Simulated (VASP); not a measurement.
Here is a VASP 6.6.1 calculation.

Contents of INCAR:

```
SYSTEM = OsAu
ALGO = Fast
EDIFF = 1E-7
EDIFFG = -0.01
ENCUT = 600
GGA = PE
IBRION = 2
ISIF = 3
ISMEAR = 0
LASPH = .TRUE.
LCHARG = .FALSE.
LREAL = .FALSE.
LWAVE = .FALSE.
NELM = 80
NSW = 100
PREC = Accurate
SIGMA = 0.1
```

Contents of KPOINTS:

```
k-points
0
G
  20 20 14
  0 0 0
```

The input POSCAR:

```
OsAu
1.0
    2.8123227263      0.0000000000      0.0000000000
    0.0000000000      2.8123227263      0.0000000000
    0.0000000000      0.0000000000      4.0040124193
Os Au
1 1
Direct
    0.0000000000      0.0000000000      0.0000000000
    0.5000000000      0.5000000000      0.5000000000
```

Potentials or basis: VASP PAW PBE potentials, release 64 (Os, Au).

The run is started by

```bash
$ cat potpaw_PBE.64/Os/POTCAR potpaw_PBE.64/Au/POTCAR > POTCAR
$ mpirun -np 1 vasp_std > vasp.out
```

(1) Predict the band gap on the k mesh.

Answers

(1) zero (an odd number of electrons rules out a gap without spin polarisation).

Caveat: spin-orbit coupling is left out, which moves the levels of the heavy elements.
